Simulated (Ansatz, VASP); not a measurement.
## Two plane-wave programs on TiH6

```xyz
7
Lattice="0.0000 2.6836 2.6836 2.6836 0.0000 2.6836 2.6836 2.6836 0.0000" Properties=species:S:1:pos:R:3 pbc="T T T"
Ti    2.6836    2.6836    2.6836
H     0.0000    1.3418    1.3418
H     2.6836    1.3418    1.3418
H     1.3418    0.0000    1.3418
H     1.3418    2.6836    1.3418
H     1.3418    1.3418    0.0000
H     1.3418    1.3418    2.6836
```

Alike in both runs: task relaxation of cell and atoms; functional PBE; k mesh 12 × 12 × 12; occupations gaussian, width 0.1 eV; no spin polarisation.

|  | VASP | Ansatz |
| --- | --- | --- |
| version | VASP 6.6.1 | Ansatz 0.2.0 |
| potentials or method | VASP PAW PBE potentials, release 64 (Ti_sv, H), cutoff 500 eV | scalar-relativistic, plane waves, PAW |
| valence electrons in the cell | 18 | 18 |

|  | VASP | Ansatz | Ansatz less VASP |
| --- | --- | --- | --- |
| gap on the k mesh at the Fermi level, each at its own relaxed structure (eV) | none | none | - |
| relaxed volume (Å³/atom) | 5.51 | 5.51 | +0.002 |
| relaxed cell length with the largest relative difference (Å) | 3.792 | 3.792 | +0.0004 |

A gap of «none» marks a metal or a gap that the smearing closes.
